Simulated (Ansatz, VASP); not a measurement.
# TaO: VASP beside Ansatz

```
CELL_PARAMETERS angstrom
3.06611 0.00000 0.00000
-1.53306 2.65533 0.00000
0.00000 0.00000 3.85502
ATOMIC_POSITIONS crystal
Ta 0.00000 0.00000 0.50000
O 0.00000 0.00000 0.00000
```

Alike in both runs: functional PBEsol-based screened hybrid with a share of 0.25 of exact exchange and HFSCREEN = 0.207; k mesh 5 × 5 × 4; occupations fermi-dirac, width 0.05 eV; no spin polarisation.

```csv
,VASP,Ansatz
version,VASP 6.6.1,Ansatz 0.2.0
potentials or method,"VASP PAW PBE potentials, release 64 (Ta_pv, O)",Ansatz PAW
plane-wave cutoff (eV),520,420
valence electrons in the cell,17,19
task,single point,band structure
```

|  | VASP | Ansatz | Ansatz less VASP |
| --- | --- | --- | --- |
| gap on the k mesh at the Fermi level (eV) | none | none | - |
| pressure (GPa) | -9.0 | -8.8 | +0.23 |
| traceless stress, the component that is largest in VASP (GPa) | -7.94 | -8.67 | -0.737 |

VASP's potentials were made for PBE, not for PBEsol-based screened hybrid. A gap of «none» marks a metal or a gap that the smearing closes. The functional is the same, so the differences come from potentials, cutoffs and numerics. VASP's potentials hold 17 valence electrons a cell and Ansatz's 19, so a difference there can come from the potentials and not from the codes.

The k mesh is coarse, so the values compare programs but aren't converged. Neither program's run includes spin-orbit coupling.
